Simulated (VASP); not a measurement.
Set up this calculation in VASP 6.6.1, as the native input.

- Task: single point
- Functional: r2SCAN
- Potentials or basis: VASP PAW PBE potentials, release 64 (Hf_pv, N)
- Cutoff: 520 eV
- k mesh: 11 × 11 × 11
- Occupations: fermi-dirac, width 0.1 eV
- Spin: no spin polarisation
- Dipole correction: no
- Further INCAR settings: ALGO = Normal; EDIFF = 1e-06; NBANDS = 14

The system is HfN.

```
Hf N
1.0
     0.00000    2.26350    2.26350
     2.26350    0.00000    2.26350
     2.26350    2.26350    0.00000
Hf N
1 1
Direct
  0.00000 0.00000 0.00000
  0.50000 0.50000 0.50000
```

These files were run (other wordings do the same):

POSCAR

```
HfN
1.0
    0.0000000000      2.2634950717      2.2634950717
    2.2634950717      0.0000000000      2.2634950717
    2.2634950717      2.2634950717      0.0000000000
Hf N
1 1
Direct
    0.0000000000      0.0000000000      0.0000000000
    0.5000000000      0.5000000000      0.5000000000
```

INCAR.step1

```
PREC = Accurate
ENCUT = 520
ISMEAR = -1
SIGMA = 0.1
LREAL = F
LASPH = T
NELM = 100
NBANDS = 14
GGA = PE
ALGO = Normal
EDIFF = 1E-4
LWAVE = T
LCHARG = F
```

INCAR.step2

```
PREC = Accurate
ENCUT = 520
EDIFF = 1E-6
ISMEAR = -1
SIGMA = 0.1
LREAL = F
LASPH = T
NELM = 100
ALGO = Normal
ISIF = 2
LWAVE = F
LCHARG = T
METAGGA = R2SCAN
LMIXTAU = T
LELF = T
LVHAR = T
NBANDS = 14
ISTART = 1
```

KPOINTS

```
Automatic mesh
0
Gamma
  11 11 11
```

Potentials or basis: VASP PAW PBE potentials, release 64 (Hf_pv, N).

Launch:

```console
$ cat potpaw_PBE.64/Hf_pv/POTCAR potpaw_PBE.64/N/POTCAR > POTCAR
$ cp INCAR.step1 INCAR
$ mpirun -np 1 vasp_std > vasp.out
$ cp INCAR.step2 INCAR
$ mpirun -np 1 vasp_std > vasp.out
```

It gave:

| Item | Value |
| --- | --- |
| Pressure | -2.8 GPa |

Caveat: the PAW data sets were made with another functional, which shifts forces and pressure a little.

It took 97 s on 1 thread of AMD EPYC 7R43 64-Core Processor (Zen 3) (shared host), peak memory 0.12 GiB.
